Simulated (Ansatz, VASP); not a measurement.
# One calculation of Bi, two programs

INCAR

```
SYSTEM = Bi
  PREC = Accurate
  ENCUT = 520
  EDIFF = 1E-7
  ISMEAR = 1
  SIGMA = 0.1
  LREAL = .FALSE.
  LASPH = .TRUE.
  NELM = 60
  ALGO = Normal
  ISIF = 2
  LWAVE = .FALSE.
  LCHARG = .TRUE.
  LELF = .TRUE.
  LVHAR = .TRUE.
  NBANDS = 14
```

KPOINTS

```
regular mesh
0
G
  6 6 6
  0 0 0
```

The input POSCAR:

```
Bi
1.0
   -4.2351830897      4.2351830897      1.4505850929
    4.2351830897     -4.2351830897      1.4505850929
    4.2351830897      4.2351830897     -1.4505850929
Bi
1
Direct
    0.0000000000      0.0000000000      0.0000000000
```

Input for Ansatz:

```yaml
crystal:
  lattice:
    - [-4.235183089714461, 4.235183089714464, 1.4505850929093365]
    - [4.235183089714461, -4.235183089714464, 1.4505850929093351]
    - [4.235183089714461, 4.23518308971446, -1.4505850929093365]
  atoms:
    - { symbol: Bi, position: [-1.6736411053510597e-33, -8.642353684423555e-34, 1.0177590276110706e-33] }
kpoints:
  mp_grid:
    grid: [6, 6, 6]
hamiltonian:
  xc: lda
scf:
  occupations:
    method: cold
    width: 0.1
output:
  forces: true
  stress: true
```

Alike in both runs: task single point; functional LDA; k mesh 6 × 6 × 6; no spin polarisation.

|  | VASP | Ansatz |
| --- | --- | --- |
| version | VASP 6.6.1 | Ansatz 0.2.0 |
| potentials or method | VASP PAW LDA potentials, release 64 (Bi_d) | plane waves, PAW |
| plane-wave cutoff (eV) | 520 | 420 |
| occupations | methfessel-paxton of order 1, width 0.1 eV | cold, width 0.1 eV |
| valence electrons in the cell | 15 | 15 |

Ansatz gave:

| Quantity | Value |
| --- | --- |
| pressure (GPa) | 0.0 |
| traceless stress, the component that is largest in VASP (GPa) | 0.28 |

Problem. Which values does VASP return?

Solution. Pressure (GPa): 0.0; traceless stress, the component that is largest in VASP (GPa): 0.27.

LDA's correlation is that of Perdew and Zunger in VASP and of Perdew and Wang (1992) in Ansatz.

The k mesh is coarse, so the values compare programs but aren't converged. Spin-orbit coupling is off throughout.
